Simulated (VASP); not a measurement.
Set up this calculation in VASP 6.6.1, as the native input.

```
Task                   : single point
Functional             : PBE
Potentials or basis    : VASP PAW PBE potentials, release 64 (Ta_pv, Ga_d)
Cutoff                 : 520 eV
k mesh                 : 6 × 6 × 8
Occupations            : gaussian, width 0.1 eV
Spin                   : no spin polarisation
Dipole correction      : no
Further INCAR settings : ALGO = Fast; EDIFF = 1e-06; NBANDS = 56
```

The structure of Ta3Ga lies in POSCAR:

```
Ta3Ga
1.0
    5.8024138989      0.0000000000      0.0000000000
   -2.9012069495      5.0250378397      0.0000000000
    0.0000000000      0.0000000000      4.8185137025
Ta Ga
6 2
Direct
    0.8351349831      0.6702699663      0.2500000000
    0.1648650169      0.8351349831      0.7500000000
    0.3297300337      0.1648650169      0.2500000000
    0.1648650169      0.3297300337      0.7500000000
    0.8351349831      0.1648650169      0.2500000000
    0.6702699663      0.8351349831      0.7500000000
    0.3333333333      0.6666666667      0.2500000000
    0.6666666667      0.3333333333      0.7500000000
```

The input as run:

INCAR

```
SYSTEM = Ta3Ga
PREC = Accurate ; ENCUT = 520
EDIFF = 1E-6 ; ISMEAR = 0
SIGMA = 0.1 ; LREAL = .FALSE.
LASPH = .TRUE. ; NELM = 60
ALGO = Fast ; ISIF = 2
LWAVE = .FALSE. ; LCHARG = .TRUE.
GGA = PE ; LELF = .TRUE.
LVHAR = .TRUE. ; NBANDS = 56
```

KPOINTS

```
regular mesh
0
G
  6 6 8
  0 0 0
```

Potentials or basis: VASP PAW PBE potentials, release 64 (Ta_pv, Ga_d).

Run with:

```bash
$ cat potpaw_PBE.64/Ta_pv/POTCAR potpaw_PBE.64/Ga_d/POTCAR > POTCAR
$ mpirun -np 1 vasp_std > vasp.out
```

Results of the run:

```
Pressure               : 0.2 GPa
Largest force          : 0.007 eV/Å
Band gap on the k mesh : zero (bands 46 and 47 overlap by 0.68 eV)
```

Caveat: spin-orbit coupling is left out, which moves the levels of the heavy elements.

Run time: 14 min on 1 thread of Intel Xeon 8259CL, on a shared host, peak memory 0.41 GiB.
